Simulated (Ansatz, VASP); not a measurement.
## InP: VASP beside Ansatz

Contents of INCAR:

```
SYSTEM = InP
ALGO = Normal
EDIFF = 1E-6
ENCUT = 520
GGA = PS
ISIF = 2
ISMEAR = 0
LASPH = .TRUE.
LCHARG = .FALSE.
LREAL = .FALSE.
LWAVE = .FALSE.
NBANDS = 16
NELM = 60
PREC = Accurate
SIGMA = 0.05
```

The input KPOINTS:

```
k-points
0
G
  14 14 14
  0 0 0
```

File POSCAR:

```
InP
1.0
    0.0000000000      2.8166512882      2.8166512882
    2.8166512882      0.0000000000      2.8166512882
    2.8166512882      2.8166512882      0.0000000000
In P
1 1
Direct
    0.0000000000      0.0000000000      0.0000000000
    0.2500000000      0.2500000000      0.2500000000
```

Input for Ansatz:

```yaml
crystal:
  lattice:
    - [0.0, 2.8166512882, 2.8166512882]
    - [2.8166512882, 0.0, 2.8166512882]
    - [2.8166512882, 2.8166512882, 0.0]
  atoms:
    - { symbol: In, position: [0.0, 0.0, 0.0] }
    - { symbol: P, position: [0.25, 0.25, 0.25] }
basis:
  ecutwfc: 420
  ecutrho_ratio: 4
kpoints:
  mp_grid: { grid: [14, 14, 14] }
hamiltonian:
  xc: pbesol
scf:
  occupations: { method: gaussian, width: 0.05 }
output:
  forces: true
  stress: true
  eigenvalues: true
```

Alike in both runs: task single point; functional PBEsol; k mesh 14 × 14 × 14; occupations gaussian, width 0.05 eV; no spin polarisation.

|  | VASP | Ansatz |
| --- | --- | --- |
| version | VASP 6.6.1 | Ansatz 0.2.0 |
| potentials or method | VASP PAW PBE potentials, release 64 (In_d, P), cutoff 520 eV | scalar-relativistic, plane waves, PAW |
| valence electrons in the cell | 18 | 18 |

|  | VASP | Ansatz | Ansatz less VASP |
| --- | --- | --- | --- |
| gap on the k mesh at the Fermi level (eV) | 1.24 | 1.24 | 0.000 |
| least direct gap on the mesh (eV) | 1.24 | 1.24 | 0.000 |
| pressure (GPa) | 11.4 | 11.4 | +0.07 |

VASP's potentials were made for PBE, not for PBEsol.
